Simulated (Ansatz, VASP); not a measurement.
# Two plane-wave programs on BiSbS4

```xyz
6
Lattice="4.5366 0.0000 0.0000 -2.2683 3.9288 0.0000 0.0000 0.0000 7.0469" Properties=species:S:1:pos:R:3 pbc="T T T"
Sb    0.0000    0.0000    0.0000
Bi    0.0000    0.0000    3.5235
S     0.0000    2.6192    5.3083
S     0.0000    2.6192    1.7386
S     2.2683    1.3096    5.3083
S     2.2683    1.3096    1.7386
```

Change from the starting cell: species swapped into the VCrB4 type (P6/mmm, No. 191).

Alike in both runs: functional PBE; k mesh 12 × 12 × 6; occupations gaussian, width 0.1 eV; no spin polarisation.

Ansatz relaxed the structure, and its values are those at the end. VASP's run is a single point on that final structure, the one shown.

```csv
,VASP,Ansatz
version,VASP 6.6.1,Ansatz 0.2.0
potentials or method,"VASP PAW PBE potentials, release 64 (Sb, Bi_d, S), cutoff 520 eV","scalar-relativistic, plane waves, PAW"
valence electrons in the cell,44,54
```

Ansatz gave:

* gap on the k mesh at the Fermi level (eV): none
* pressure (GPa): 0.0
* rms of the force components (eV/Å): 0.000

Q: What did VASP give for the same quantities?

A: gap on the k mesh at the Fermi level (eV): none; pressure (GPa): -0.2; rms of the force components (eV/Å): 0.004.

A gap of «none» marks a metal or a gap that the smearing closes. With one functional, cell and mesh, what is left measures potentials, basis and numerics. VASP's potentials hold 44 valence electrons a cell and Ansatz's 54, so a difference there can come from the potentials and not from the codes.

Neither program's run includes spin-orbit coupling.
